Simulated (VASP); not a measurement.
Wanted: the native input for a VASP 6.6.1 run.

- Task: relaxation of cell and atoms
- Functional: PBE
- Potentials or basis: VASP PAW PBE potentials, release 64 (Cr_pv)
- Cutoff: 600 eV
- k mesh: 11 × 11 × 11
- Occupations: fermi-dirac, width 0.05 eV
- Spin: collinear spin, antiferromagnetic start
- Starting moments: [1.5, -1.5] μB
- Dipole correction: no
- Further INCAR settings: ALGO = Normal; EDIFF = 1e-06; IBRION = 2; EDIFFG = -0.01; NSW = 80; ISIF = 3

The structure of Cr lies in POSCAR:

```
Cr
1.0
    2.8839000000      0.0000000000      0.0000000000
    0.0000000000      2.8839000000      0.0000000000
    0.0000000000      0.0000000000      2.8839000000
Cr
2
Direct
    0.0000000000      0.0000000000      0.0000000000
    0.5000000000      0.5000000000      0.5000000000
```

The input as run:

INCAR

```
SYSTEM = Cr
PREC     = Accurate       ! precision mode
ENCUT    = 600            ! plane-wave cutoff, eV
EDIFF    = 1E-6           ! SCF threshold, eV
ISMEAR   = -1             ! smearing method
SIGMA    = 0.05           ! smearing width, eV
LREAL    = .False.        ! projectors in reciprocal space
LASPH    = .True.         ! aspherical terms in the spheres
NELM     = 150            ! most SCF steps
ALGO     = Normal         ! electronic algorithm
ISIF     = 3              ! what is computed and relaxed
LWAVE    = .False.        ! write WAVECAR
LCHARG   = .False.        ! write CHGCAR
ISPIN    = 2              ! spin polarisation
MAGMOM   = 1.5 -1.5       ! initial moments
LORBIT   = 11             ! projections on sites
LMAXMIX  = 4              ! l up to which the mixer works
GGA      = PE             ! functional
IBRION   = 2              ! ionic algorithm
NSW      = 80             ! ionic steps
EDIFFG   = -0.01          ! ionic threshold
```

KPOINTS

```
regular mesh
0
Gamma
  11 11 11
  0 0 0
```

Potentials or basis: VASP PAW PBE potentials, release 64 (Cr_pv).

Launch:

```bash
$ cat potpaw_PBE.64/Cr_pv/POTCAR > POTCAR
$ mpirun -np 1 vasp_std > vasp.out
```

It gave:

| Property | Result |
| --- | --- |
| Relaxed volume | 11.75 Å³/atom |
| Relaxed cell | a = 2.864 Å, b = 2.864 Å, c = 2.864 Å, α = 90.00°, β = 90.00°, γ = 90.00° |
| Space group after relaxing (to 0.05 Å) | Im-3m (No. 229) |
| Energy gained by relaxing | 2.7 meV/atom |
| Ionic steps | 3 |
| Pressure after relaxing | 0.0 GPa |
| Band gap on the k mesh | zero (filled and empty bands overlap) |
| Net moment | 0.00 μB per cell |
| Site moments | Cr +1.09, -1.09 μB |
| Valence electrons inside the program's atomic spheres | Cr 11.02 |

Run time: 81 s on 1 thread of Intel(R) Xeon(R) Platinum 8259CL CPU @ 2.50GHz (Skylake/Cascade Lake) (shared host), peak memory 0.17 GiB.
